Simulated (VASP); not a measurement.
A run of VASP 6.6.1 is set up as follows.

The input INCAR:

```
SYSTEM = NbCd3
  PREC = Accurate
  ENCUT = 520
  EDIFF = 1E-6
  ISMEAR = -1
  SIGMA = 0.08
  LREAL = .False.
  LASPH = .True.
  NELM = 80
  ALGO = Normal
  ISIF = 2
  LWAVE = .False.
  LCHARG = .False.
  GGA = CA
  NBANDS = 32
```

KPOINTS

```
regular mesh
0
Gamma
  9 9 9
  0 0 0
```

POSCAR

```
NbCd3
1.0
    4.2150000000      0.0000000000      0.0000000000
    0.0000000000      4.2150000000      0.0000000000
    0.0000000000      0.0000000000      4.1307000000
Nb Cd
1 3
Direct
    0.0000000000      0.0000000000      0.0000000000
    0.0000000000      0.5000000000      0.5000000000
    0.5000000000      0.0000000000      0.5000000000
    0.5000000000      0.5000000000      0.0000000000
```

Potentials or basis: VASP PAW LDA potentials, release 64 (Nb_sv, Cd).

Command:

```bash
$ cat potpaw_LDA.64/Nb_sv/POTCAR potpaw_LDA.64/Cd/POTCAR > POTCAR
$ mpirun -np 1 vasp_std > vasp.out
```

Question: Predict the pressure.

Answer: 0.8 GPa.

Question: Estimate the band gap on the k mesh.

Answer: Zero (an odd number of electrons rules out a gap without spin polarisation).

Stress tensor (GPa, compression positive):
```
0.25 0.00 0.00
0.00 0.25 0.00
0.00 0.00 1.78
```

Caveat: the cell differs from its parent crystal (zz strain of -2 %).
